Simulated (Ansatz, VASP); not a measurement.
Two plane-wave programs on Sc

```
Sc
1.0
     3.30880    0.00000    0.00000
    -1.65440    2.86550    0.00000
     0.00000    0.00000    5.21532
Sc
2
Direct
  0.33333 0.66667 0.25000
  0.66667 0.33333 0.75000
```

Change from the starting cell: strain -0.0100 x Voigt [0, 0, 1, 0, 0, 0], atoms carried along.

Alike in both runs: task single point; functional PBEsol; k mesh 18 × 18 × 10; occupations gaussian, width 0.15 eV; no spin polarisation.

|  | VASP | Ansatz |
| --- | --- | --- |
| version | VASP 6.6.1 | Ansatz 0.2.0 |
| potentials or method | VASP PAW PBE potentials, release 64 (Sc_sv), cutoff 520 eV | scalar-relativistic, plane waves, PAW |
| valence electrons in the cell | 22 | 22 |

```csv
,VASP,Ansatz,Ansatz less VASP
gap on the k mesh at the Fermi level (eV),none,none,-
pressure (GPa),-2.3,-2.3,-0.01
"traceless stress, the component that is largest in VASP (GPa)",-0.64,-0.64,0.000
```

VASP's potentials were made for PBE, not for PBEsol. A gap of «none» marks a metal or a gap that the smearing closes. With one functional, cell and mesh, what is left measures potentials, basis and numerics.
